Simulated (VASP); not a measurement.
Here is a VASP 6.6.1 calculation.

INCAR

```
PREC     = Accurate       # precision mode
ENCUT    = 520            # plane-wave cutoff, eV
EDIFF    = 1E-6           # SCF threshold, eV
ISMEAR   = 0              # smearing method
SIGMA    = 0.1            # smearing width, eV
LREAL    = F              # projectors in reciprocal space
LASPH    = T              # aspherical terms in the spheres
NELM     = 80             # most SCF steps
ALGO     = Normal         # electronic algorithm
ISIF     = 2              # what is computed and relaxed
LWAVE    = F              # write WAVECAR
LCHARG   = F              # write CHGCAR
GGA      = PE             # functional
NBANDS   = 36             # bands
```

The input KPOINTS:

```
regular mesh
0
Gamma
  6 6 2
```

File POSCAR:

```
In2GaP3
1.0
    3.9391722500      0.0000000000      0.0000000000
   -1.9695861200      3.4114232400      0.0000000000
    0.0000000000      0.0000000000      9.6489620200
In Ga P
2 1 3
Direct
    0.6666666700      0.3333333300      0.8333333300
    0.3333333300      0.6666666700      0.1666666700
    0.0000000000      0.0000000000      0.5000000000
    0.3333333300      0.6666666700      0.6666666700
    0.6666666700      0.3333333300      0.3333333300
    0.0000000000      0.0000000000      0.0000000000
```

Potentials or basis: VASP PAW PBE potentials, release 64 (In_d, Ga_d, P).

Run with:

```console
$ cat potpaw_PBE.64/In_d/POTCAR potpaw_PBE.64/Ga_d/POTCAR potpaw_PBE.64/P/POTCAR > POTCAR
$ mpirun -np 1 vasp_std > vasp.out
```

Q: What does it give for the largest force?

A: 0.565 eV/Å.

Q: Estimate the band gap on the k mesh.

A: Zero (bands 27 and 28 overlap by 1.06 eV).

Q: Estimate the pressure.

A: -4.7 GPa.

Stress tensor (GPa, compression positive):
```
-5.13  0.00  0.00
 0.00 -5.13  0.00
 0.00  0.00 -3.91
```

Caveat: the cell stands under tension; spin-orbit coupling is left out, which moves the levels of the heavy elements.
